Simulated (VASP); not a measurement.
# LiH (Fm-3m) in VASP: a series of runs

Aim: see how the results for LiH move with the level of theory and the settings. Levels: LDA, r2SCAN, PBE. Tasks: single point.

Program: VASP 6.6.1. These are calculated values, not measurements. Logs are shortened: lines on timing, memory, paths and dates and some standing lists are left out, and cuts for length are marked.

## Step 1: The cell of the first run

It takes space group Fm-3m (No. 225, cubic). The conventional cell has a = 3.820 Å, b = 3.820 Å, c = 3.820 Å, α = 90.00°, β = 90.00°, γ = 90.00°. Within 2.5 Å of Li (site symmetry m-3m) lie 6 H at 1.91 Å. Within 2.5 Å of H (site symmetry m-3m) lie 6 Li at 1.91 Å.

## Step 2: Single point, LDA

Contents of INCAR:

```
PREC = Accurate
ENCUT = 520
EDIFF = 1E-7
ISMEAR = 0
SIGMA = 0.06802846561497
LREAL = F
LASPH = T
NELM = 100
ALGO = Normal
ISIF = 2
LWAVE = F
LCHARG = F
GGA = CA
NBANDS = 9
```

Contents of KPOINTS:

```
regular mesh
0
Gamma
  10 10 10
```

Contents of POSCAR:

```
LiH
1.0
    0.0000000000      1.9101338532      1.9101338532
    1.9101338532      0.0000000000      1.9101338532
    1.9101338532      1.9101338532      0.0000000000
Li H
1 1
Direct
    0.0000000000      0.0000000000      0.0000000000
    0.5000000000      0.5000000000      0.5000000000
```

Potentials or basis: VASP PAW LDA potentials, release 64 (Li_sv, H).

Started as:

```sh
> cat potpaw_LDA.64/Li_sv/POTCAR potpaw_LDA.64/H/POTCAR > POTCAR
> mpirun -np 1 vasp_std > vasp.out
```

OUTCAR:

```text
PREC = Accurate
   ENCUT = 520
   EDIFF = 1E-7
   ISMEAR = 0
   LREAL = F
   LASPH = T
   NELM = 100
   ISIF = 2
   GGA = CA

 ion  position               nearest neighbor table
   1  0.000  0.000  0.000-
   2  0.500  0.500  0.500-

  LATTYP: Found a face centered cubic cell.
 ALAT       =     3.8202677064

  Lattice vectors:

 A1 = (   0.0000000000,   1.9101338532,   1.9101338532)
 A2 = (   1.9101338532,   0.0000000000,   1.9101338532)
 A3 = (   1.9101338532,   1.9101338532,   0.0000000000)

Analysis of symmetry for initial positions (statically):
=====================================================================
 Subroutine PRICEL returns:
 Original cell was already a primitive cell.

 Routine SETGRP: Setting up the symmetry group for a
 face centered cubic supercell.

 Subroutine GETGRP returns: Found 48 space group operations
 (whereof 48 operations were pure point group operations)
 out of a pool of 48 trial point group operations.

The static configuration has the point symmetry O_h .

Analysis of symmetry for dynamics (positions and initial velocities):
=====================================================================
 Subroutine PRICEL returns:
 Original cell was already a primitive cell.

 Routine SETGRP: Setting up the symmetry group for a
 face centered cubic supercell.

 Subroutine GETGRP returns: Found 48 space group operations
 (whereof 48 operations were pure point group operations)
 out of a pool of 48 trial point group operations.

The dynamic configuration has the point symmetry O_h .

 Subroutine INISYM returns: Found 48 space group operations
 (whereof 48 operations are pure point group operations),
 and found     1 'primitive' translations

----------------------------------------------------------------------------------------

                                     Primitive cell

  volume of cell :      13.9387

  direct lattice vectors                    reciprocal lattice vectors
     0.000000000  1.910133853  1.910133853    -0.261761760  0.261761760  0.261761760
     1.910133853  0.000000000  1.910133853     0.261761760 -0.261761760  0.261761760
     1.910133853  1.910133853  0.000000000     0.261761760  0.261761760 -0.261761760

  length of vectors
     2.701337201  2.701337201  2.701337201     0.453384668  0.453384668  0.453384668

  position of ions in fractional coordinates (direct lattice)
     0.000000000  0.000000000  0.000000000
[... 82 lines left out ...]
   IBRION =     -1    ionic relax: 0-MD 1-quasi-New 2-CG
   NFREE  =      0    steps in history (QN), initial steepest desc. (CG)
   ISIF   =      2    stress and relaxation
   ISYM   =      2    0-nonsym 1-usesym 2-fastsym
   POTIM  = 0.5000    time-step for ionic-motion
   TEBEG  =    0.0;   TEEND  =   0.0 temperature during run
   PSTRESS=    0.0 pullay stress
   NELECT =       4.0000    total number of electrons
   NUPDOWN=      -1.0000    fix difference up-down
   EMIN   =  10.00;   EMAX   =-10.00  energy-range for DOS
   EFERMI =   0.00;   METHOD = LEGACY
   ISMEAR =     0;   SIGMA  =   0.07  broadening in eV -4-tet -1-fermi 0-gaus
   EFERMI_NEDOS =   21; number of points for ismear=-14 and -15
   IALGO  =     38    algorithm
   IMIX   =      4    mixing-type and parameters
     AMIX     =   0.40;   BMIX     =  1.00
     AMIX_MAG =   1.60;   BMIX_MAG =  1.00
  volume/ion in A,a.u.               =       6.97        47.03
  Fermi-wavevector in a.u.,A,eV,Ry     =   1.079827  2.040578 15.864765  1.166027
  Thomas-Fermi vector in A             =   2.215803
   LORBIT       =      0    0 simple, 1 ext, 2 COOP (PROOUT), +10 PAW based schemes
   GGA     = CA    functional components
   LHFCALC =     F    Hartree Fock is set to
   AEXX    =    0.0000 exact exchange contribution
   IVDW    =     0    specifies the selected vdW correction
   LEPSILON=     F    determine dielectric tensor
   LRPA    =     F    only Hartree local field effects (RPA)
 non-spin polarized calculation
 Gauss-broadening in eV      SIGMA  =   0.07
  energy-cutoff  :      520.00
  volume of cell :       13.94
 maximum number of plane-waves:       388
   NGX =  9   NGY =  9   NGZ =  9

 number of electron       3.9999990 magnetization

 Free energy of the ion-electron system (eV)
  ---------------------------------------------------
  ext. energy  EPLUGINS =         0.00000000
  ---------------------------------------------------
  free energy    TOTEN  =        -6.48676939 eV

  energy without entropy =       -6.48676939  energy(sigma->0) =       -6.48676939

 E-fermi :   1.4522     XC(G=0):  -9.2929

 val. band max:        0.9610529602   @ k =   0.5000   0.5000   0.0000
 cond. band min:       3.4137760478   @ k =   0.5000   0.5000   0.0000
 fundamental gap:      2.4527230877
 Fermi energy:         1.4521535557

 k-point     1 :       0.0000    0.0000    0.0000
  band No.  band energies     occupation
      1     -42.4428      2.00000
      2      -5.1470      2.00000
      3      19.0525      0.00000
      4      19.8550      0.00000
      5      19.8550      0.00000
      6      19.8550      0.00000
      7      24.9820      0.00000
      8      24.9820      0.00000
      9      24.9820      0.00000
[... 265 lines left out ...]
 k-point    24 :       0.4000    0.3000    0.0000
  band No.  band energies     occupation
      1     -42.3492      2.00000
      2      -1.8328      2.00000
      3       7.8401      0.00000
      4      11.7277      0.00000
      5      13.1312      0.00000
      6      18.1224      0.00000
      7      20.0188      0.00000
      8      33.1187      0.00000
      9      33.3024      0.00000

 [... further k-points ...]

------------------------ aborting loop because EDIFF is reached ----------------------------------------

  FORCE on cell =-STRESS in cart. coord.  units (eV):
  Direction    XX          YY          ZZ          XY          YZ          ZX
  --------------------------------------------------------------------------------------
  -------------------------------------------------------------------------------------
  Total        0.2525100      0.2525100      0.2525100      0.0000000     -0.0000000     -0.0000000
  in kB       29.0247012     29.0247012     29.0247012      0.0000000     -0.0000000     -0.0000000
  external PRESSURE =      29.0247012 kB  Pullay stress =       0.0000000 kB

 VOLUME and BASIS-vectors are now :
 -----------------------------------------------------------------------------
  energy-cutoff  :      520.00
  volume of cell :       13.94
      direct lattice vectors                 reciprocal lattice vectors
     0.000000000  1.910133853  1.910133853    -0.261761760  0.261761760  0.261761760
     1.910133853  0.000000000  1.910133853     0.261761760 -0.261761760  0.261761760
     1.910133853  1.910133853  0.000000000     0.261761760  0.261761760 -0.261761760

 POSITION                                       TOTAL-FORCE (eV/Angst)
 -----------------------------------------------------------------------------------
      0.00000      0.00000      0.00000         0.000000     -0.000000     -0.000000
      1.91013      1.91013      1.91013        -0.000000      0.000000      0.000000
 -----------------------------------------------------------------------------------
    total drift:                                0.000000     -0.000000     -0.000000

  FREE ENERGIE OF THE ION-ELECTRON SYSTEM (eV)
  ---------------------------------------------------
  free  energy   TOTEN  =        -6.4867693918 eV

  energy  without entropy=       -6.4867693918  energy(sigma->0) =       -6.48676939
```

OSZICAR:

```text
N       E                     dE             d eps       ncg     rms          rms(c)
DAV:   1    -0.261446300751E+01   -0.26145E+01   -0.15645E+03   862   0.412E+02
DAV:   2    -0.670622810936E+01   -0.40918E+01   -0.40035E+01  1180   0.525E+01
DAV:   3    -0.675158226072E+01   -0.45354E-01   -0.45329E-01  1132   0.472E+00
DAV:   4    -0.675171844745E+01   -0.13619E-03   -0.13616E-03  1140   0.209E-01
DAV:   5    -0.675171881159E+01   -0.36414E-06   -0.36418E-06  1052   0.864E-03    0.291E+00
DAV:   6    -0.655442545430E+01    0.19729E+00   -0.16256E-01   974   0.122E+00    0.145E+00
DAV:   7    -0.648604572203E+01    0.68380E-01   -0.20231E-01  1025   0.148E+00    0.216E-01
DAV:   8    -0.648682087283E+01   -0.77515E-03   -0.34415E-03   964   0.425E-01    0.469E-02
DAV:   9    -0.648676752601E+01    0.53347E-04   -0.20043E-04  1116   0.599E-02    0.509E-03
DAV:  10    -0.648676920849E+01   -0.16825E-05   -0.48503E-06  1006   0.172E-02    0.308E-03
DAV:  11    -0.648676932982E+01   -0.12132E-06   -0.75558E-08  1065   0.142E-03    0.322E-04
DAV:  12    -0.648676939177E+01   -0.61955E-07   -0.49028E-09   566   0.473E-04
   1 F= -.64867694E+01 E0= -.64867694E+01  d E =-.268007E-26
```

stdout:

```text
POSCAR found type information on POSCAR LiH
 POSCAR found :  2 types and       2 ions
 scaLAPACK will be used
 LDA part: xc-table for (Slater(with rela. corr.)+CA(PZ))
 , standard interpolation
 POSCAR, INCAR and KPOINTS ok, starting setup
 FFT: planning ... GRIDC
 FFT: planning ... GRID_SOFT
 FFT: planning ... GRID
 WAVECAR not read
 entering main loop
```

Wall time 5.5 s (1 thread of AMD EPYC 7R43 (Zen 3), shared host); peak memory 0.08 GiB.

What came out:

| Property | Result |
| --- | --- |
| Free energy | -6.4868 eV |
| Band gap on the k mesh | 2.45 eV, direct |

Caveat: the cutoff is under 1.25 times the usual one of these potentials, so pressure, stress and relaxed cells hold a basis-set (Pulay) error. As with any semilocal functional, this LDA gap is likely too small.

## Step 3: Single point, r2SCAN

This run uses another cell than the first one, of 8.10 Å³/atom, 1.163 times its volume.

Contents of POSCAR:

```
LiH
1.0
    0.0000000000      2.0086193919      2.0086193919
    2.0086193919      0.0000000000      2.0086193919
    2.0086193919      2.0086193919      0.0000000000
Li H
1 1
Direct
    0.0000000000      0.0000000000      0.0000000000
    0.5000000000      0.5000000000      0.5000000000
```

Contents of INCAR.step1:

```
ALGO = Normal
EDIFF = 1E-4
ENCUT = 520
GGA = PE
ISMEAR = 0
LASPH = T
LCHARG = F
LREAL = F
LWAVE = T
NBANDS = 9
NELECT = 2.0
NELM = 60
PREC = Accurate
SIGMA = 0.1
```

Contents of INCAR.step2:

```
ALGO = Normal
EDIFF = 1E-6
ENCUT = 520
ISIF = 2
ISMEAR = 0
ISTART = 1
LASPH = T
LCHARG = F
LMIXTAU = T
LREAL = F
LWAVE = F
METAGGA = R2SCAN
NBANDS = 9
NELECT = 2.0
NELM = 60
PREC = Accurate
SIGMA = 0.1
```

Contents of KPOINTS:

```
k-points
0
Gamma
  7 7 7
```

Potentials or basis: VASP PAW PBE potentials, release 64 (Li_sv, H).

Started as:

```sh
> cat potpaw_PBE.64/Li_sv/POTCAR potpaw_PBE.64/H/POTCAR > POTCAR
> cp INCAR.step1 INCAR
> mpirun -np 1 vasp_std > vasp.out
> cp INCAR.step2 INCAR
> mpirun -np 1 vasp_std > vasp.out
```

Run time: 22 s. Hardware: 1 thread of AMD EPYC 7R43 (Zen 3), shared host; peak memory 0.1 GiB.

The run converged. Its results:

| Item | Value |
| --- | --- |
| Free energy | -3.2141 eV |

Levels at points of the mesh, in eV from the Fermi level:
```
           k point  band 1  band 2
(0.00, 0.00, 0.00)   -0.50   44.05
```

Caveat: the cell carries a net charge on a neutralising background, which shifts energy and pressure; the cell is charged against a uniform background, so pressure and absolute levels hang on convention; the cutoff is under 1.25 times the usual one of these potentials, so pressure, stress and relaxed cells hold a basis-set (Pulay) error; the PAW data sets were made with another functional, which shifts forces and pressure a little.

## Step 4: Single point, PBE

This run uses another cell than the first one, of 8.10 Å³/atom, 1.163 times its volume.

Contents of INCAR:

```
PREC = Accurate
ENCUT = 520
EDIFF = 1E-7
ISMEAR = 0
SIGMA = 0.1
LREAL = F
LASPH = T
NELM = 100
ALGO = Normal
ISIF = 2
LWAVE = F
LCHARG = T
GGA = PE
LELF = T
LVHAR = T
NBANDS = 9
```

Contents of KPOINTS:

```
regular mesh
0
Gamma
  10 10 10
```

POSCAR is that of step 3.

Started as:

```sh
> cat potpaw_PBE.64/Li_sv/POTCAR potpaw_PBE.64/H/POTCAR > POTCAR
> mpirun -np 1 vasp_std > vasp.out
```

It took 9.6 s on 1 thread of AMD EPYC 7R43 (Zen 3), shared host; peak memory 0.1 GiB.

Results (log left out):

```yaml
Free_energy: -6.1270 eV
Band_gap_on_the_k_mesh: 2.98 eV, direct
```

Levels at points of the mesh, in eV from the valence-band top:
```
           k point  band 1  band 2  band 3  band 4  band 5  band 6
(0.00, 0.00, 0.00)  -44.30   -5.41   16.01   17.82   17.82   17.82
(0.50, 0.00, 0.00)  -44.25   -2.61    4.91   13.61   16.44   16.44
(0.50, 0.50, 0.00)  -44.24    0.00    2.98   10.78   10.78   13.94
```

Caveat: the cutoff is under 1.25 times the usual one of these potentials, so pressure, stress and relaxed cells hold a basis-set (Pulay) error. A k mesh can miss the band edges.
